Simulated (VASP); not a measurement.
TiC, 2 atoms in the cell. It takes space group I4mm (No. 107, tetragonal). Conventional cell: a = 3.060 Å, b = 3.060 Å, c = 4.328 Å, α = 90.00°, β = 90.00°, γ = 90.00°. Within 2.8 Å of Ti (site symmetry 4mm) lie 6 C at 2.11 to 2.21 Å. Within 2.8 Å of C (site symmetry 4mm) lie 6 Ti at 2.11 to 2.21 Å.  This cell differs from its parent crystal: all Ti atoms moved +0.050 Å, as atom 1 towards its neighbour atom 2 (C) at 2.164 Å.

* Program: VASP 6.6.1
* Task: single point
* Functional: PBEsol
* Potentials or basis: VASP PAW PBE potentials, release 64 (Ti_sv, C)
* Cutoff: 520 eV
* k mesh: 18 × 18 × 18
* Occupations: gaussian, width 0.15 eV
* Spin: no spin polarisation
* Dipole correction: no
* Further INCAR settings: ALGO = Normal; EDIFF = 1e-07; NBANDS = 15

Potentials or basis: VASP PAW PBE potentials, release 64 (Ti_sv, C).

The run is started by

```sh
$ cat potpaw_PBE.64/Ti_sv/POTCAR potpaw_PBE.64/C/POTCAR > POTCAR
$ mpirun -np 1 vasp_std > vasp.out
```

Hardware: 1 thread of AMD EPYC 7R13 Processor (Zen 3), on a shared host.

Task: Estimate the wall time of this run.

Result: Run time: 110 s on 1 thread of AMD EPYC 7R13 Processor (Zen 3) (shared host), peak memory 0.23 GiB. Counts: scf iterations 14, k points 480.
